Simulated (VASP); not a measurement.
Input of a VASP 6.6.1 run:

File INCAR:

```
PREC = Accurate
ENCUT = 520
EDIFF = 1E-6
ISMEAR = 0
SIGMA = 0.1
LREAL = False
LASPH = True
NELM = 100
ALGO = Normal
ISIF = 2
LWAVE = False
LCHARG = False
GGA = PE
NBANDS = 61
```

The input KPOINTS:

```
regular mesh
0
Gamma
  6 6 2
```

The input POSCAR:

```
AlGa5N6
1.0
    3.4224354200      0.0000000000      0.0000000000
    0.0000000000      3.4224354200      0.0000000000
    0.0000000000      0.0000000000     14.5201637400
Al Ga N
1 5 6
Direct
    0.0000000000      0.0000000000      0.5000000000
    0.0000000000      0.0000000000      0.8333333300
    0.5000000000      0.5000000000      0.6666666700
    0.5000000000      0.5000000000      0.3333333300
    0.0000000000      0.0000000000      0.1666666700
    0.5000000000      0.5000000000      0.0000000000
    0.0000000000      0.0000000000      0.6666666700
    0.5000000000      0.5000000000      0.5000000000
    0.0000000000      0.0000000000      0.3333333300
    0.5000000000      0.5000000000      0.1666666700
    0.0000000000      0.0000000000      0.0000000000
    0.5000000000      0.5000000000      0.8333333300
```

Potentials or basis: VASP PAW PBE potentials, release 64 (Al, Ga_d, N).

The run is started by

```sh
$ cat potpaw_PBE.64/Al/POTCAR potpaw_PBE.64/Ga_d/POTCAR potpaw_PBE.64/N/POTCAR > POTCAR
$ mpirun -np 1 vasp_std > vasp.out
```

Q: Estimate the largest force.

A: 0.415 eV/Å.

Q: Estimate the band gap on the k mesh.

A: Zero (bands 49 and 50 overlap by 1.47 eV).

Forces on the atoms (eV/Å):
```
Al   0.000  0.000  0.000
Ga   0.000  0.000 -0.031
Ga   0.000  0.000  0.015
Ga   0.000  0.000 -0.015
Ga   0.000  0.000  0.031
Ga   0.000  0.000  0.000
N    0.000  0.000 -0.415
N    0.000  0.000  0.000
N    0.000  0.000  0.415
N    0.000  0.000 -0.022
N    0.000  0.000  0.000
N    0.000  0.000  0.022
```

Caveat: the cell stands under tension.
